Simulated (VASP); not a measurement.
# Au (Fm-3m) in VASP: notebook

Au is run at these levels: PBE-based screened hybrid with 25 % exact exchange; tasks: single point.

Everything below comes from runs of VASP 6.6.1. Logs are shortened: lines on timing, memory, paths and dates and some standing lists are left out, and cuts for length are marked.

### 1 The cell of the first run

Symmetry: Fm-3m, No. 225, cubic system. The conventional cell has a = 4.097 Å, b = 4.097 Å, c = 4.097 Å, α = 90.00°, β = 90.00°, γ = 90.00°. Au (site symmetry m-3m) has 12 Au at 2.90 Å within 3.8 Å.

### 2 Single point, PBE-based screened hybrid with 25 % exact exchange

POSCAR reads:

```
Au
1.0
    0.0000000000      2.0484772140      2.0484772140
    2.0484772140      0.0000000000      2.0484772140
    2.0484772140      2.0484772140      0.0000000000
Au
1
Direct
    0.0000000000      0.0000000000      0.0000000000
```

INCAR.step1 reads:

```
SYSTEM = Au
PREC = Accurate
ENCUT = 520
EDIFF = 1E-5
ISMEAR = -1
SIGMA = 0.05
LREAL = .False.
LASPH = .True.
NELM = 60
ALGO = Normal
ISIF = 2
LWAVE = .True.
LCHARG = .False.
GGA = PE
NBANDS = 12
```

INCAR.step2 reads:

```
SYSTEM = Au
PREC = Accurate
ENCUT = 520
EDIFF = 1E-7
ISMEAR = -1
SIGMA = 0.05
LREAL = .False.
LASPH = .True.
NELM = 60
ALGO = Normal
ISIF = 2
LWAVE = .False.
LCHARG = .False.
GGA = PE
LHFCALC = .True.
AEXX = 0.25
HFSCREEN = 0.3
PRECFOCK = Normal
ISTART = 1
NBANDS = 12
```

KPOINTS reads:

```
regular mesh
0
Gamma
  6 6 6
  0 0 0
```

Potentials or basis: VASP PAW PBE potentials, release 64 (Au).

Run with:

```sh
> cat potpaw_PBE.64/Au/POTCAR > POTCAR
> cp INCAR.step1 INCAR
> mpirun -np 1 vasp_std > vasp.out
> cp INCAR.step2 INCAR
> mpirun -np 1 vasp_std > vasp.out
```

OUTCAR:

```text
SYSTEM = Au
   PREC = Accurate
   ENCUT = 520
   EDIFF = 1E-7
   ISMEAR = -1
   LREAL = .False.
   LASPH = .True.
   NELM = 60
   ISIF = 2
   GGA = PE
   LHFCALC = .True.
   AEXX = 0.25
   HFSCREEN = 0.3
   PRECFOCK = Normal
   ISTART = 1

 ion  position               nearest neighbor table
   1  0.000  0.000  0.000-

  LATTYP: Found a face centered cubic cell.
 ALAT       =     4.0969544280

  Lattice vectors:

 A1 = (   0.0000000000,   2.0484772140,   2.0484772140)
 A2 = (   2.0484772140,   0.0000000000,   2.0484772140)
 A3 = (   2.0484772140,   2.0484772140,   0.0000000000)

Analysis of symmetry for initial positions (statically):
=====================================================================
 Subroutine PRICEL returns:
 Original cell was already a primitive cell.

 Routine SETGRP: Setting up the symmetry group for a
 face centered cubic supercell.

 Subroutine GETGRP returns: Found 48 space group operations
 (whereof 48 operations were pure point group operations)
 out of a pool of 48 trial point group operations.

The static configuration has the point symmetry O_h .

Analysis of symmetry for dynamics (positions and initial velocities):
=====================================================================
 Subroutine PRICEL returns:
 Original cell was already a primitive cell.

 Routine SETGRP: Setting up the symmetry group for a
 face centered cubic supercell.

 Subroutine GETGRP returns: Found 48 space group operations
 (whereof 48 operations were pure point group operations)
 out of a pool of 48 trial point group operations.

The dynamic configuration has the point symmetry O_h .

 Subroutine INISYM returns: Found 48 space group operations
 (whereof 48 operations are pure point group operations),
 and found     1 'primitive' translations

----------------------------------------------------------------------------------------

                                     Primitive cell

  volume of cell :      17.1919

  direct lattice vectors                    reciprocal lattice vectors
     0.000000000  2.048477214  2.048477214    -0.244083750  0.244083750  0.244083750
     2.048477214  0.000000000  2.048477214     0.244083750 -0.244083750  0.244083750
[... 85 lines left out ...]
   NELECT =      11.0000    total number of electrons
   NUPDOWN=      -1.0000    fix difference up-down
   EMIN   =  10.00;   EMAX   =-10.00  energy-range for DOS
   EFERMI =   0.00;   METHOD = LEGACY
   ISMEAR =    -1;   SIGMA  =   0.05  broadening in eV -4-tet -1-fermi 0-gaus
   EFERMI_NEDOS =   21; number of points for ismear=-14 and -15
   IALGO  =     38    algorithm
   IMIX   =      1    mixing-type and parameters
     AMIX     =   0.40;   BMIX     =  1.00
     AMIX_MAG =   1.60;   BMIX_MAG =  1.00
  volume/ion in A,a.u.               =      17.19       116.02
  Fermi-wavevector in a.u.,A,eV,Ry     =   1.410689  2.665816 27.076182  1.990043
  Thomas-Fermi vector in A             =   2.532617
   LORBIT       =      0    0 simple, 1 ext, 2 COOP (PROOUT), +10 PAW based schemes
   GGA     = PE    functional components
   LHFCALC =     T    Hartree Fock is set to
   PRECFOCK=normal    Normal, Fast or Accurate (Low or Medium for compatibility)
   ENCUT4O =  -1.0   cutoff for four orbital integrals eV
   NKREDX  =     1    reduce k-point grid by
   NKREDY  =     1    reduce k-point grid by
   NKREDZ  =     1    reduce k-point grid by
   AEXX    =    0.2500 exact exchange contribution
   HFSCREEN=    0.3000 screening length (either q_TF or 0.3 A-1)
   HFSCREENC=   0.3000 screening length for correlation (either q_TF or 0.3 A-1)
   ENCUTFOCK=  -1.0 apply spherical cutoff to Coloumb kernel
   IVDW    =     0    specifies the selected vdW correction
   LEPSILON=     F    determine dielectric tensor
   LRPA    =     F    only Hartree local field effects (RPA)
 non-spin polarized calculation
  energy-cutoff  :      520.00
  volume of cell :       17.19
 maximum number of plane-waves:       475
 NGX is ok and might be reduce to    24
  NGX = 18; NGY = 18; NGZ = 18

 number of electron      11.0000000 magnetization

 Free energy of the ion-electron system (eV)
  ---------------------------------------------------
  ext. energy  EPLUGINS =         0.00000000
  ---------------------------------------------------
  free energy    TOTEN  =        -3.27194730 eV

  energy without entropy =       -3.26446112  energy(sigma->0) =       -3.26820421

 E-fermi :   8.8480     XC(G=0): -10.4801

 val. band max:        8.8220663735   @ k =   0.5000   0.3333   0.1667
 cond. band min:       9.7161445331   @ k =   0.5000   0.1667   0.0000
 fundamental gap:      0.8940781596
 Fermi energy:         8.8479899661

 k-point     1 :       0.0000    0.0000    0.0000
  band No.  band energies     occupation
      1      -1.4754      2.00000
      2       3.4793      2.00000
      3       3.4793      2.00000
      4       3.4793      2.00000
      5       5.0212      2.00000
      6       5.0212      2.00000
      7      24.4942      0.00000
      8      28.6222      0.00000
      9      28.6222      0.00000
     10      28.6222      0.00000
     11      33.4057      0.00000
     12      38.2931      0.00000
[... 211 lines left out ...]
 k-point    16 :      -0.3333    0.5000    0.1667
  band No.  band energies     occupation
      1       1.8030      2.00000
      2       2.1087      2.00000
      3       4.3481      2.00000
      4       5.3660      2.00000
      5       6.7338      2.00000
      6      13.6072      0.00000
      7      14.8058      0.00000
      8      17.9170      0.00000
      9      19.2043      0.00000
     10      31.1151      0.00000
     11      31.7375      0.00000
     12      35.1369      0.00000

------------------------ aborting loop because EDIFF is reached ----------------------------------------

  FORCE on cell =-STRESS in cart. coord.  units (eV):
  Direction    XX          YY          ZZ          XY          YZ          ZX
  --------------------------------------------------------------------------------------
  -------------------------------------------------------------------------------------
  Total        0.5441416      0.5441416      0.5441416      0.0000000      0.0000000     -0.0000000
  in kB       50.7106453     50.7106453     50.7106453      0.0000000      0.0000000     -0.0000000
  external PRESSURE =      50.7106453 kB  Pullay stress =       0.0000000 kB

 VOLUME and BASIS-vectors are now :
 -----------------------------------------------------------------------------
  energy-cutoff  :      520.00
  volume of cell :       17.19
      direct lattice vectors                 reciprocal lattice vectors
     0.000000000  2.048477214  2.048477214    -0.244083750  0.244083750  0.244083750
     2.048477214  0.000000000  2.048477214     0.244083750 -0.244083750  0.244083750
     2.048477214  2.048477214  0.000000000     0.244083750  0.244083750 -0.244083750

 POSITION                                       TOTAL-FORCE (eV/Angst)
 -----------------------------------------------------------------------------------
      0.00000      0.00000      0.00000        -0.000000     -0.000000     -0.000000
 -----------------------------------------------------------------------------------
    total drift:                                0.000000      0.000000      0.000000

  FREE ENERGIE OF THE ION-ELECTRON SYSTEM (eV)
  ---------------------------------------------------
  free  energy   TOTEN  =        -3.2719473038 eV

  energy  without entropy=       -3.2644611178  energy(sigma->0) =       -3.26820421
```

OSZICAR.step1:

```text
N       E                     dE             d eps       ncg     rms          rms(c)
DAV:   1     0.501017013594E+02    0.50102E+02   -0.55548E+03   392   0.815E+02
DAV:   2    -0.267841541692E+01   -0.52780E+02   -0.49605E+02   460   0.187E+02
DAV:   3    -0.339613495103E+01   -0.71772E+00   -0.71639E+00   464   0.207E+01
DAV:   4    -0.339897501445E+01   -0.28401E-02   -0.28399E-02   464   0.156E+00
DAV:   5    -0.339899656100E+01   -0.21547E-04   -0.21545E-04   468   0.125E-01    0.937E+00
DAV:   6    -0.315908711627E+01    0.23991E+00   -0.62703E-01   416   0.641E+00    0.593E+00
DAV:   7    -0.313975199947E+01    0.19335E-01   -0.69064E-02   448   0.214E+00    0.273E+00
DAV:   8    -0.313762540301E+01    0.21266E-02   -0.18902E-03   420   0.372E-01    0.261E-01
DAV:   9    -0.313761146722E+01    0.13936E-04   -0.93110E-06   436   0.272E-02    0.154E-02
DAV:  10    -0.313761689906E+01   -0.54318E-05   -0.25634E-06   268   0.154E-02
   1 F= -.31376169E+01 E0= -.31337360E+01  d E =-.776184E-02
```

Run time: 22 min. Hardware: 1 thread of Intel Xeon 8259CL, shared host; peak memory 0.25 GiB.

What came out:

```yaml
Free_energy: -3.2719 eV
Pressure: 5.1 GPa
Band_gap_on_the_k_mesh: zero (an odd number of electrons rules out a gap without spin polarisation)
```

Caveat: the k points lie up to 0.44 Å⁻¹ apart, too coarse for converged energies and pressures of a metal; the PAW data sets were made with another functional, which shifts forces and pressure a little; spin-orbit coupling is left out, which moves the levels of the heavy elements.

### 3 Single point, PBE-based screened hybrid with 25 % exact exchange

This run uses another cell than the first one, of 17.53 Å³/atom.

POSCAR reads:

```
Au
1.0
    0.0000000000      2.0617793868      2.0617793868
    2.0617793868      0.0000000000      2.0617793868
    2.0617793868      2.0617793868      0.0000000000
Au
1
Direct
    0.0000000000      0.0000000000      0.0000000000
```

INCAR.step1 reads:

```
PREC     = Accurate       # precision mode
ENCUT    = 520            # plane-wave cutoff, eV
EDIFF    = 1E-5           # SCF threshold, eV
ISMEAR   = -1             # smearing method
SIGMA    = 0.05           # smearing width, eV
LREAL    = False          # projectors in reciprocal space
LASPH    = True           # aspherical terms in the spheres
NELM     = 100            # most SCF steps
ALGO     = Normal         # electronic algorithm
ISIF     = 2              # what is computed and relaxed
LWAVE    = True           # write WAVECAR
LCHARG   = False          # write CHGCAR
NBANDS   = 12             # bands
GGA      = PE             # functional
```

INCAR.step2 reads:

```
PREC     = Accurate       # precision mode
ENCUT    = 520            # plane-wave cutoff, eV
EDIFF    = 1E-6           # SCF threshold, eV
ISMEAR   = -1             # smearing method
SIGMA    = 0.05           # smearing width, eV
LREAL    = False          # projectors in reciprocal space
LASPH    = True           # aspherical terms in the spheres
NELM     = 100            # most SCF steps
ALGO     = Normal         # electronic algorithm
ISIF     = 2              # what is computed and relaxed
LWAVE    = False          # write WAVECAR
LCHARG   = False          # write CHGCAR
GGA      = PE             # functional
LHFCALC  = True           # exact exchange
AEXX     = 0.25           # exact-exchange fraction
HFSCREEN = 0.3            # screening, 1/A
PRECFOCK = Normal       
NBANDS   = 12             # bands
ISTART   = 1
```

KPOINTS reads:

```
regular mesh
0
Gamma
  6 6 6
```

Potentials or basis: VASP PAW PBE potentials, release 64 (Au).

Run with:

```sh
> cat potpaw_PBE.64/Au/POTCAR > POTCAR
> cp INCAR.step1 INCAR
> mpirun -np 1 vasp_std > vasp.out
> cp INCAR.step2 INCAR
> mpirun -np 1 vasp_std > vasp.out
```

Wall time 21 min (1 thread of Intel Xeon 8259CL, shared host); peak memory 0.25 GiB.

It converged, with:

* Free energy: -3.2795 eV
* Pressure: 1.9 GPa
* Band gap on the k mesh: zero (an odd number of electrons rules out a gap without spin polarisation)

Levels at points of the mesh, in eV from the Fermi level:
```
           k point  band 3  band 4  band 5  band 6  band 7  band 8  band 9  band 10
(0.00, 0.00, 0.00)   -5.25   -5.25   -3.76   -3.76   15.68   19.69   19.69    19.69
(0.50, 0.00, 0.00)   -5.30   -2.47   -2.47   -0.61    3.63   15.06   18.29    18.29
(0.50, 0.50, 0.00)   -2.57   -2.10   -2.10    1.54    6.60   10.98   10.98    18.14
```

Caveat: the k points lie up to 0.44 Å⁻¹ apart, too coarse for converged energies and pressures of a metal; the PAW data sets were made with another functional, which shifts forces and pressure a little; spin-orbit coupling is left out, which moves the levels of the heavy elements.

### 4 Single point, PBE-based screened hybrid with 25 % exact exchange

This run uses another cell than the first one, of 17.87 Å³/atom.

POSCAR reads:

```
Au
1.0
    0.0000000000      2.0749120936      2.0749120936
    2.0749120936      0.0000000000      2.0749120936
    2.0749120936      2.0749120936      0.0000000000
Au
1
Direct
    0.0000000000      0.0000000000      0.0000000000
```

INCAR.step1 reads:

```
SYSTEM = Au
  ALGO = Normal
  EDIFF = 1E-5
  ENCUT = 520
  GGA = PE
  ISIF = 2
  ISMEAR = -1
  LASPH = .TRUE.
  LCHARG = .FALSE.
  LREAL = .FALSE.
  LWAVE = .TRUE.
  NBANDS = 12
  NELM = 100
  PREC = Accurate
  SIGMA = 0.05
```

INCAR.step2 reads:

```
SYSTEM = Au
  AEXX = 0.25
  ALGO = Normal
  EDIFF = 1E-6
  ENCUT = 520
  GGA = PE
  HFSCREEN = 0.3
  ISIF = 2
  ISMEAR = -1
  ISTART = 1
  LASPH = .TRUE.
  LCHARG = .FALSE.
  LHFCALC = .TRUE.
  LREAL = .FALSE.
  LWAVE = .FALSE.
  NBANDS = 12
  NELM = 100
  PREC = Accurate
  PRECFOCK = Normal
  SIGMA = 0.05
```

KPOINTS reads:

```
k-points
0
G
  6 6 6
  0 0 0
```

Run with:

```sh
> cat potpaw_PBE.64/Au/POTCAR > POTCAR
> cp INCAR.step1 INCAR
> mpirun -np 1 vasp_std > vasp.out
> cp INCAR.step2 INCAR
> mpirun -np 1 vasp_std > vasp.out
```

Wall time 17 min (1 thread of Intel Xeon 8259CL, shared host); peak memory 0.24 GiB.

The run converged. Its results:

```yaml
Free_energy: -3.2808 eV
Pressure: -0.9 GPa
Band_gap_on_the_k_mesh: zero (an odd number of electrons rules out a gap without spin polarisation)
```

Levels at points of the mesh, in eV from the Fermi level:
| k point | band 3 | band 4 | band 5 | band 6 | band 7 | band 8 | band 9 | band 10 |
| --- | --- | --- | --- | --- | --- | --- | --- | --- |
| (0.00, 0.00, 0.00) | -5.13 | -5.13 | -3.69 | -3.69 | 15.70 | 19.60 | 19.60 | 19.60 |
| (0.50, 0.00, 0.00) | -5.18 | -2.45 | -2.45 | -0.50 | 3.54 | 15.08 | 18.15 | 18.15 |
| (0.50, 0.50, 0.00) | -2.54 | -2.09 | -2.09 | 1.61 | 6.46 | 10.93 | 10.93 | 17.94 |

Caveat: the k points lie up to 0.44 Å⁻¹ apart, too coarse for converged energies and pressures of a metal; the PAW data sets were made with another functional, which shifts forces and pressure a little; spin-orbit coupling is left out, which moves the levels of the heavy elements.

### 5 Summary

```csv
cell,gap on the mesh (eV),pressure (GPa)
"a = 2.897 Å, angles 60.0°, 1 atom",none,5.1
"a = 2.916 Å, angles 60.0°, 1 atom",none,1.9
"a = 2.934 Å, angles 60.0°, 1 atom",none,-0.9
```

Alike in all rows: task single point; level PBE-based screened hybrid with 25 % exact exchange; potentials or basis VASP PAW PBE potentials, release 64 (Au); no spin polarisation; k mesh 6 × 6 × 6; cutoff (eV) 520; smearing fermi-dirac 0.05 eV.

Caveats: all runs use coarse meshes; the PAW data sets were made with another functional, which shifts forces and pressure a little; spin-orbit coupling is left out, which moves the levels of the heavy elements.

Total energies depend on the potentials used, so only differences within one code and one set of settings carry meaning.
